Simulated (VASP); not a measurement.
Input of a VASP 6.6.1 run:

Contents of INCAR:

```
SYSTEM = SnSe2
PREC = Accurate
ENCUT = 600
EDIFF = 1E-6
ISMEAR = 0
SIGMA = 0.1
LREAL = .False.
LASPH = .True.
NELM = 80
ALGO = Normal
ISIF = 3
LWAVE = .False.
LCHARG = .False.
GGA = PE
IBRION = 2
NSW = 90
EDIFFG = -0.04
```

KPOINTS

```
Automatic mesh
0
Gamma
  4 4 4
  0 0 0
```

The input POSCAR:

```
SnSe2
1.0
    4.5583293000      0.0000000000      0.0000000000
    0.0000000000      4.5583293000      0.0000000000
    0.0000000000      0.0000000000      4.6318689800
Sn Se
1 2
Direct
    0.0000000000      0.0000000000      0.7045486300
    0.5000000000      0.0000000000      0.7145153000
    0.0000000000      0.5000000000      0.7145153000
```

Potentials or basis: VASP PAW PBE potentials, release 64 (Sn_d, Se).

The run is started by

```sh
$ cat potpaw_PBE.64/Sn_d/POTCAR potpaw_PBE.64/Se/POTCAR > POTCAR
$ mpirun -np 1 vasp_std > vasp.out
```

Question: Estimate the relaxed cell.

Answer: a = 5.326 Å, b = 5.326 Å, c = 5.823 Å, α = 90.00°, β = 90.00°, γ = 90.00°.

Question: What does it give for the band gap on the k mesh?

Answer: Zero (band 13 reaches -0.41 eV, above the bottom of band 14 at -1.34 eV).

Question: Estimate the space group after relaxing (to 0.05 Å).

Answer: P4/mmm (No. 123).

Final structure:
```cif
data_structure
_symmetry_space_group_name_H-M 'P 1'
_symmetry_Int_Tables_number 1
_cell_length_a 5.3258
_cell_length_b 5.3258
_cell_length_c 5.8229
_cell_angle_alpha 90.000
_cell_angle_beta 90.000
_cell_angle_gamma 90.000
_cell_volume 165.16
loop_
_atom_site_label
_atom_site_type_symbol
_atom_site_fract_x
_atom_site_fract_y
_atom_site_fract_z
_atom_site_occupancy
Sn1 Sn 0.00000 0.00000 0.71239 1
Se1 Se 0.50000 0.00000 0.71059 1
Se2 Se 0.00000 0.50000 0.71059 1
```

Caveat: spin-orbit coupling is left out, which moves the levels of the heavy elements.
